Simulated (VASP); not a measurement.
A run of VASP 6.6.1:

Contents of INCAR:

```
SYSTEM = Hf8O15
PREC     = Accurate       ! precision mode
ENCUT    = 520            ! plane-wave cutoff, eV
EDIFF    = 1E-6           ! SCF threshold, eV
ISMEAR   = -1             ! smearing method
SIGMA    = 0.1            ! smearing width, eV
LREAL    = Auto         
LASPH    = .TRUE.         ! aspherical terms in the spheres
NELM     = 60             ! most SCF steps
ALGO     = Normal         ! electronic algorithm
ISIF     = 2              ! what is computed and relaxed
LWAVE    = .FALSE.        ! write WAVECAR
LCHARG   = .TRUE.         ! write CHGCAR
GGA      = PE             ! functional
LELF     = .TRUE.         ! ELF
LVHAR    = .TRUE.       
NBANDS   = 102            ! bands
```

File KPOINTS:

```
Automatic mesh
0
G
  2 3 3
  0 0 0
```

The input POSCAR:

```
Hf8O15
1.0
   10.3238020000      0.0000000000      0.0000000000
    0.0000000000      5.2301820000      0.0000000000
   -0.8660250000      0.0000000000      5.2585930000
O Hf
15 8
Direct
    0.2270473647      0.7562765502      0.4756941638
    0.2686110988      0.2566021603      0.0230002588
    0.2766530300      0.2447195910      0.5281996534
    0.2259581926      0.7391821164      0.9762208256
    0.0338803783      0.3256437348      0.3542926787
    0.4670265515      0.8290344390      0.1504271200
    0.4683834892      0.6731614693      0.6499620716
   -0.0327535919     -0.1649340310      1.1472156145
    0.7266708959      0.7571994627      0.4715550338
    0.7764971171      0.2575623563      0.0203394710
    0.7780643075      0.2442060334      0.5217538227
    0.7273953487      0.7433202133      0.9729459953
    0.5345801035      0.3285944925      0.3470709751
    0.9686574400      0.6726266887      0.6527601585
    0.5337169305      0.1724584345      0.8474049998
    0.1376527341      0.0415473114      0.2117381969
    0.3620077286      0.5433439984      0.2920956233
    0.3618726826      0.9547162986      0.7898316147
    0.1370051439      0.4503271588      0.7145417035
    0.6381586185      0.0428652387      0.2057183357
    0.8633741092      0.5441988443      0.2873639394
    0.8645459388      0.9608411333      0.7896713056
    0.6388972871      0.4575163924      0.7060432325
```

Potentials or basis: VASP PAW PBE potentials, release 64 (O, Hf_pv).

The run is started by

```sh
$ cat potpaw_PBE.64/O/POTCAR potpaw_PBE.64/Hf_pv/POTCAR > POTCAR
$ mpirun -np 1 vasp_std > vasp.out
```

Hardware: 1 thread of Intel(R) Xeon(R) Platinum 8259CL CPU @ 2.50GHz (Skylake/Cascade Lake) (shared host).

Question: How long does it take, and how much memory?

Answer: Run time: 9.3 min on 1 thread of Intel(R) Xeon(R) Platinum 8259CL CPU @ 2.50GHz (Skylake/Cascade Lake), on a shared host, peak memory 0.44 GiB. Counts: scf iterations 16, k points 10.
